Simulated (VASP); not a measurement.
# LiF (Fm-3m) in VASP: single point with HSE06

Aim: the single point of LiF with HSE06.

Program: VASP 6.6.1. These are calculated values, not measurements. Logs are shortened: lines on timing, memory, paths and dates and some standing lists are left out, and cuts for length are marked.

### Step 1. The cell of the first run

Symmetry: Fm-3m, No. 225, cubic system. The conventional cell has a = 3.890 Å, b = 3.890 Å, c = 3.890 Å, α = 90.00°, β = 90.00°, γ = 90.00°. Within 2.6 Å of Li (site symmetry m-3m) lie 6 F at 1.94 Å. F (site symmetry m-3m) has 6 Li at 1.94 Å within 2.6 Å.

### Step 2. Single point, HSE06 (strain -2.5%)

File POSCAR:

```
LiF
1.0
    0.0000000000      1.9449999471      1.9449999471
    1.9449999471      0.0000000000      1.9449999471
    1.9449999471      1.9449999471      0.0000000000
Li F
1 1
Direct
    0.0000000000      0.0000000000      0.0000000000
    0.5000000000      0.5000000000      0.5000000000
```

File INCAR.step1:

```
SYSTEM = LiF
PREC     = Accurate       ! precision mode
ENCUT    = 520            ! plane-wave cutoff, eV
EDIFF    = 1E-5           ! SCF threshold, eV
ISMEAR   = 0              ! smearing method
SIGMA    = 0.01           ! smearing width, eV
LREAL    = .False.        ! projectors in reciprocal space
LASPH    = .True.         ! aspherical terms in the spheres
NELM     = 100            ! most SCF steps
ALGO     = Normal         ! electronic algorithm
ISIF     = 2              ! what is computed and relaxed
LWAVE    = .True.         ! write WAVECAR
LCHARG   = .False.        ! write CHGCAR
NBANDS   = 12             ! bands
GGA      = PE             ! functional
```

File INCAR.step2:

```
SYSTEM = LiF
PREC     = Accurate       ! precision mode
ENCUT    = 520            ! plane-wave cutoff, eV
EDIFF    = 1E-6           ! SCF threshold, eV
ISMEAR   = 0              ! smearing method
SIGMA    = 0.01           ! smearing width, eV
LREAL    = .False.        ! projectors in reciprocal space
LASPH    = .True.         ! aspherical terms in the spheres
NELM     = 100            ! most SCF steps
ALGO     = Normal         ! electronic algorithm
ISIF     = 2              ! what is computed and relaxed
LWAVE    = .False.        ! write WAVECAR
LCHARG   = .False.        ! write CHGCAR
GGA      = PE             ! functional
LHFCALC  = .True.         ! exact exchange
HFSCREEN = 0.2079         ! screening, 1/A
PRECFOCK = Normal       
NBANDS   = 12             ! bands
ISTART   = 1
```

File KPOINTS:

```
regular mesh
0
Gamma
  8 8 8
  0 0 0
```

Potentials or basis: VASP PAW PBE potentials, release 64 (Li_sv, F).

Command:

```bash
$ cat potpaw_PBE.64/Li_sv/POTCAR potpaw_PBE.64/F/POTCAR > POTCAR
$ cp INCAR.step1 INCAR
$ mpirun -np 1 vasp_std > vasp.out
$ cp INCAR.step2 INCAR
$ mpirun -np 1 vasp_std > vasp.out
```

OUTCAR:

```text
SYSTEM = LiF
   PREC = Accurate
   ENCUT = 520
   EDIFF = 1E-6
   ISMEAR = 0
   LREAL = .False.
   LASPH = .True.
   NELM = 100
   ISIF = 2
   GGA = PE
   LHFCALC = .True.
   HFSCREEN = 0.2079
   PRECFOCK = Normal
   ISTART = 1

 ion  position               nearest neighbor table
   1  0.000  0.000  0.000-   2 1.94   2 1.94   2 1.94   2 1.94   2 1.94   2 1.94
   2  0.500  0.500  0.500-   1 1.94   1 1.94   1 1.94   1 1.94   1 1.94   1 1.94

  LATTYP: Found a face centered cubic cell.
 ALAT       =     3.8899998942

  Lattice vectors:

 A1 = (   0.0000000000,   1.9449999471,   1.9449999471)
 A2 = (   1.9449999471,   0.0000000000,   1.9449999471)
 A3 = (   1.9449999471,   1.9449999471,   0.0000000000)

Analysis of symmetry for initial positions (statically):
=====================================================================
 Subroutine PRICEL returns:
 Original cell was already a primitive cell.

 Routine SETGRP: Setting up the symmetry group for a
 face centered cubic supercell.

 Subroutine GETGRP returns: Found 48 space group operations
 (whereof 48 operations were pure point group operations)
 out of a pool of 48 trial point group operations.

The static configuration has the point symmetry O_h .

Analysis of symmetry for dynamics (positions and initial velocities):
=====================================================================
 Subroutine PRICEL returns:
 Original cell was already a primitive cell.

 Routine SETGRP: Setting up the symmetry group for a
 face centered cubic supercell.

 Subroutine GETGRP returns: Found 48 space group operations
 (whereof 48 operations were pure point group operations)
 out of a pool of 48 trial point group operations.

The dynamic configuration has the point symmetry O_h .

 Subroutine INISYM returns: Found 48 space group operations
 (whereof 48 operations are pure point group operations),
 and found     1 'primitive' translations

----------------------------------------------------------------------------------------

                                     Primitive cell

  volume of cell :      14.7160

  direct lattice vectors                    reciprocal lattice vectors
     0.000000000  1.944999947  1.944999947    -0.257069416  0.257069416  0.257069416
     1.944999947  0.000000000  1.944999947     0.257069416 -0.257069416  0.257069416
     1.944999947  1.944999947  0.000000000     0.257069416  0.257069416 -0.257069416

  length of vectors
     2.750645304  2.750645304  2.750645304     0.445257289  0.445257289  0.445257289

  position of ions in fractional coordinates (direct lattice)
     0.000000000  0.000000000  0.000000000
     0.500000000  0.500000000  0.500000000

  ion indices of the primitive-cell ions
   primitive index   ion index
                 1           1
                 2           2

----------------------------------------------------------------------------------------

 KPOINTS: regular mesh

Automatic generation of k-mesh.
 Grid dimensions read from file:
 generate k-points for:    8    8    8

 Generating k-lattice:

  Cartesian coordinates                     Fractional coordinates (reciprocal lattice)
    -0.032133677  0.032133677  0.032133677     0.125000000  0.000000000  0.000000000
     0.032133677 -0.032133677  0.032133677     0.000000000  0.125000000  0.000000000
     0.032133677  0.032133677 -0.032133677     0.000000000  0.000000000  0.125000000

  Length of vectors
     0.055657161  0.055657161  0.055657161

  Shift w.r.t. Gamma in fractional coordinates (k-lattice)
     0.000000000  0.000000000  0.000000000

 Subroutine IBZKPT returns following result:
 ===========================================

 Found     29 irreducible k-points:

 Following reciprocal coordinates:
            Coordinates               Weight
  0.000000  0.000000  0.000000      1.000000
  0.125000  0.000000  0.000000      8.000000
  0.250000  0.000000  0.000000      8.000000
  0.375000  0.000000  0.000000      8.000000
  0.500000  0.000000  0.000000      4.000000
  0.125000  0.125000  0.000000      6.000000
[... 16 lines left out ...]
  0.500000  0.250000  0.125000     48.000000
 -0.375000  0.250000  0.125000     24.000000
 [... further k-points ...]
   k-points           NKPTS =     29   k-points in BZ     NKDIM =    512   number of bands    NBANDS=     12
   number of dos      NEDOS =    301   number of ions     NIONS =      2
   total plane-waves  NPLWV =   8000
   dimension x,y,z NGX =    20 NGY =   20 NGZ =   20
   dimension x,y,z NGXF=    40 NGYF=   40 NGZF=   40
   ions per type =               1   1
   NGX,Y,Z   is equivalent  to a cutoff of  12.09, 12.09, 12.09 a.u.
   NGXF,Y,Z  is equivalent  to a cutoff of  24.18, 24.18, 24.18 a.u.
 SYSTEM =  LiF
   PREC   = accura    normal or accurate (medium, high low for compatibility)
   ISTART =      1    job   : 0-new  1-cont  2-samecut
   ICHARG =      0    charge: 1-file 2-atom 10-const
   ISPIN  =      1    spin polarized calculation?
   LNONCOLLINEAR =      F non collinear calculations
   LSORBIT =      F    spin-orbit coupling
   LASPH  =      T    aspherical Exc in radial PAW
   ENCUT  =  520.0 eV  38.22 Ry    6.18 a.u.   5.11  5.11  5.11*2*pi/ulx,y,z
   NELM   =    100;   NELMIN=  2; NELMDL=  0     # of ELM steps
   EDIFF  = 0.1E-05   stopping-criterion for ELM
   LREAL  =      F    real-space projection
   EDIFFG = 0.1E-04   stopping-criterion for IOM
   NSW    =      0    number of steps for IOM
   IBRION =     -1    ionic relax: 0-MD 1-quasi-New 2-CG
   NFREE  =      0    steps in history (QN), initial steepest desc. (CG)
   ISIF   =      2    stress and relaxation
   ISYM   =      3    0-nonsym 1-usesym 2-fastsym
   POTIM  = 0.5000    time-step for ionic-motion
   TEBEG  =    0.0;   TEEND  =   0.0 temperature during run
   PSTRESS=    0.0 pullay stress
   NELECT =      10.0000    total number of electrons
   NUPDOWN=      -1.0000    fix difference up-down
   EMIN   =  10.00;   EMAX   =-10.00  energy-range for DOS
   EFERMI =   0.00;   METHOD = LEGACY
   ISMEAR =     0;   SIGMA  =   0.01  broadening in eV -4-tet -1-fermi 0-gaus
   EFERMI_NEDOS =   21; number of points for ismear=-14 and -15
   IALGO  =     38    algorithm
   IMIX   =      1    mixing-type and parameters
     AMIX     =   0.40;   BMIX     =  1.00
     AMIX_MAG =   1.60;   BMIX_MAG =  1.00
  volume/ion in A,a.u.               =       7.36        49.65
  Fermi-wavevector in a.u.,A,eV,Ry     =   1.439280  2.719844 28.184828  2.071526
  Thomas-Fermi vector in A             =   2.558153
   LORBIT       =      0    0 simple, 1 ext, 2 COOP (PROOUT), +10 PAW based schemes
   GGA     = PE    functional components
   LHFCALC =     T    Hartree Fock is set to
   PRECFOCK=normal    Normal, Fast or Accurate (Low or Medium for compatibility)
   ENCUT4O =  -1.0   cutoff for four orbital integrals eV
   NKREDX  =     1    reduce k-point grid by
   NKREDY  =     1    reduce k-point grid by
   NKREDZ  =     1    reduce k-point grid by
   AEXX    =    0.2500 exact exchange contribution
   HFSCREEN=    0.2079 screening length (either q_TF or 0.3 A-1)
   HFSCREENC=   0.2079 screening length for correlation (either q_TF or 0.3 A-1)
   ENCUTFOCK=  -1.0 apply spherical cutoff to Coloumb kernel
   IVDW    =     0    specifies the selected vdW correction
   LEPSILON=     F    determine dielectric tensor
   LRPA    =     F    only Hartree local field effects (RPA)
 non-spin polarized calculation
 Gauss-broadening in eV      SIGMA  =   0.01
  energy-cutoff  :      520.00
  volume of cell :       14.72
 maximum number of plane-waves:       415
  NGX = 16; NGY = 16; NGZ = 16

 number of electron       9.9999976 magnetization

 Free energy of the ion-electron system (eV)
  ---------------------------------------------------
  ext. energy  EPLUGINS =         0.00000000
  ---------------------------------------------------
  free energy    TOTEN  =       -11.35071168 eV

  energy without entropy =      -11.35071168  energy(sigma->0) =      -11.35071168

 E-fermi :  -1.9751     XC(G=0):  -8.5753

 val. band max:       -2.0794541222   @ k =   0.0000   0.0000   0.0000
 cond. band min:      10.3708874177   @ k =   0.0000   0.0000   0.0000
 fundamental gap:     12.4503415399
 Fermi energy:        -1.9751016981

 k-point     1 :       0.0000    0.0000    0.0000
  band No.  band energies     occupation
      1     -44.8319      2.00000
      2     -23.9694      2.00000
      3      -2.0795      2.00000
      4      -2.0795      2.00000
      5      -2.0795      2.00000
      6      10.3709      0.00000
      7      25.8635      0.00000
      8      25.8635      0.00000
      9      25.8635      0.00000
     10      25.9764      0.00000
     11      25.9764      0.00000
     12      25.9764      0.00000

 k-point     2 :       0.1250    0.0000    0.0000
  band No.  band energies     occupation
      1     -44.8179      2.00000
      2     -23.8954      2.00000
      3      -2.5857      2.00000
      4      -2.1239      2.00000
      5      -2.1239      2.00000
      6      10.8166      0.00000
      7      22.0443      0.00000
      8      24.0296      0.00000
      9      24.0297      0.00000
     10      27.4227      0.00000
     11      27.4228      0.00000
     12      27.5437      0.00000

 k-point     3 :       0.2500    0.0000    0.0000
  band No.  band energies     occupation
      1     -44.7846      2.00000
      2     -23.7110      2.00000
      3      -3.6961      2.00000
      4      -2.2279      2.00000
      5      -2.2279      2.00000
      6      11.5648      0.00000
      7      19.4061      0.00000
      8      22.0462      0.00000
      9      22.0462      0.00000
     10      29.1394      0.00000
     11      29.4598      0.00000
     12      29.4599      0.00000
[... 286 lines left out ...]
 k-point    23 :       0.5000    0.2500    0.1250
  band No.  band energies     occupation
      1     -44.7354      2.00000
      2     -23.3522      2.00000
      3      -4.6139      2.00000
      4      -3.4365      2.00000
      5      -2.5903      2.00000
      6      13.5058      0.00000
      7      17.3038      0.00000
      8      20.5951      0.00000
      9      21.3512      0.00000
     10      27.6278      0.00000
     11      32.8655      0.00000
     12      35.4846      0.00000

 k-point    24 :      -0.3750    0.2500    0.1250
  band No.  band energies     occupation
      1     -44.7246      2.00000
      2     -23.2721      2.00000
      3      -4.8812      2.00000
      4      -3.5694      2.00000
      5      -2.6742      2.00000
      6      13.6007      0.00000
      7      17.2362      0.00000
      8      20.4592      0.00000
      9      21.0563      0.00000
     10      29.7693      0.00000
     11      30.9593      0.00000
     12      37.0672      0.00000

 [... further k-points ...]

------------------------ aborting loop because EDIFF is reached ----------------------------------------

  FORCE on cell =-STRESS in cart. coord.  units (eV):
  Direction    XX          YY          ZZ          XY          YZ          ZX
  --------------------------------------------------------------------------------------
  -------------------------------------------------------------------------------------
  Total        0.7531911      0.7531911      0.7531911      0.0000000      0.0000000     -0.0000000
  in kB       82.0024792     82.0024792     82.0024792      0.0000000      0.0000000     -0.0000000
  external PRESSURE =      82.0024792 kB  Pullay stress =       0.0000000 kB

 VOLUME and BASIS-vectors are now :
 -----------------------------------------------------------------------------
  energy-cutoff  :      520.00
  volume of cell :       14.72
      direct lattice vectors                 reciprocal lattice vectors
     0.000000000  1.944999947  1.944999947    -0.257069416  0.257069416  0.257069416
     1.944999947  0.000000000  1.944999947     0.257069416 -0.257069416  0.257069416
     1.944999947  1.944999947  0.000000000     0.257069416  0.257069416 -0.257069416

 POSITION                                       TOTAL-FORCE (eV/Angst)
 -----------------------------------------------------------------------------------
      0.00000      0.00000      0.00000         0.000000      0.000000      0.000000
      1.94500      1.94500      1.94500         0.000000      0.000000     -0.000000
 -----------------------------------------------------------------------------------
    total drift:                               -0.000001     -0.000001     -0.000001

  FREE ENERGIE OF THE ION-ELECTRON SYSTEM (eV)
  ---------------------------------------------------
  free  energy   TOTEN  =       -11.3507116782 eV

  energy  without entropy=      -11.3507116782  energy(sigma->0) =      -11.35071168
```

Run time: 15 min. Hardware: 1 thread of AMD EPYC 7R13 (Zen 3), shared host; peak memory 0.2 GiB.

What came out:

- Free energy: -11.3507 eV
- Band gap on the k mesh: 12.45 eV

Levels at points of the mesh, in eV from the valence-band top:
| k point | band 1 | band 2 | band 3 | band 4 | band 5 | band 6 | band 7 | band 8 | band 9 | band 10 |
| --- | --- | --- | --- | --- | --- | --- | --- | --- | --- | --- |
| (0.00, 0.00, 0.00) | -42.75 | -21.89 | 0.00 | 0.00 | 0.00 | 12.45 | 27.94 | 27.94 | 27.94 | 28.06 |
| (0.50, 0.00, 0.00) | -42.66 | -21.35 | -3.01 | -0.29 | -0.29 | 13.72 | 20.78 | 22.27 | 22.27 | 35.11 |
| (0.50, 0.50, 0.00) | -42.63 | -20.99 | -3.63 | -1.23 | -1.23 | 18.51 | 19.30 | 21.38 | 24.28 | 24.28 |

Caveat: the cell differs from its parent crystal (strain -2.5%); the cutoff is under 1.25 times the usual one of these potentials, so pressure, stress and relaxed cells hold a basis-set (Pulay) error; the PAW data sets were made with another functional, which shifts forces and pressure a little. A k mesh can miss the band edges.
